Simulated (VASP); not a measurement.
Set up this calculation in VASP 6.6.1, as the native input.

| Quantity | Value |
| --- | --- |
| Task | single point |
| Functional | r2SCAN |
| Potentials or basis | VASP PAW PBE potentials, release 64 (Mg, S) |
| Cutoff | 520 eV |
| k mesh | 8 × 8 × 8 |
| Occupations | gaussian, width 0.01 eV |
| Spin | no spin polarisation |
| Dipole correction | no |
| Further INCAR settings | ALGO = Normal; EDIFF = 1e-07; NBANDS = 11 |

Crystal: MgS.

```xyz
2
Lattice="0.0000 2.6015 2.6738 2.6015 0.0000 2.6738 2.6015 2.6015 0.0000" Properties=species:S:1:pos:R:3 pbc="T T T"
Mg    0.0000    0.0000    0.0000
S     2.6015    2.6015    2.6738
```

This cell differs from its parent crystal: uniaxial z strain +2.8%.

These files were run (other wordings do the same):

POSCAR

```
MgS
1.0
    0.0000000000      2.6015177400      2.6738399332
    2.6015177400      0.0000000000      2.6738399332
    2.6015177400      2.6015177400      0.0000000000
Mg S
1 1
Direct
    0.0000000000      0.0000000000      0.0000000000
    0.5000000000      0.5000000000      0.5000000000
```

INCAR.step1

```
ALGO = Normal
EDIFF = 1E-4
ENCUT = 520
GGA = PE
ISMEAR = 0
LASPH = True
LCHARG = False
LREAL = False
LWAVE = True
NBANDS = 11
NELM = 60
PREC = Accurate
SIGMA = 0.01
```

INCAR.step2

```
ALGO = Normal
EDIFF = 1E-7
ENCUT = 520
ISIF = 2
ISMEAR = 0
ISTART = 1
LASPH = True
LCHARG = False
LMIXTAU = True
LREAL = False
LWAVE = False
METAGGA = R2SCAN
NBANDS = 11
NELM = 60
PREC = Accurate
SIGMA = 0.01
```

KPOINTS

```
k-points
0
Gamma
  8 8 8
```

Potentials or basis: VASP PAW PBE potentials, release 64 (Mg, S).

The run is started by

```sh
$ cat potpaw_PBE.64/Mg/POTCAR potpaw_PBE.64/S/POTCAR > POTCAR
$ cp INCAR.step1 INCAR
$ mpirun -np 1 vasp_std > vasp.out
$ cp INCAR.step2 INCAR
$ mpirun -np 1 vasp_std > vasp.out
```

Results of the run:

The pressure is -2.4 GPa. The band gap on the k mesh is 3.26 eV (least direct gap 4.31 eV).

Caveat: the cell differs from its parent crystal (uniaxial z strain +2.8%); the PAW data sets were made with another functional, which shifts forces and pressure a little.

Run time: 65 s on 1 thread of Intel(R) Xeon(R) Platinum 8559C (Emerald Rapids), with other jobs on the host, peak memory 0.17 GiB.
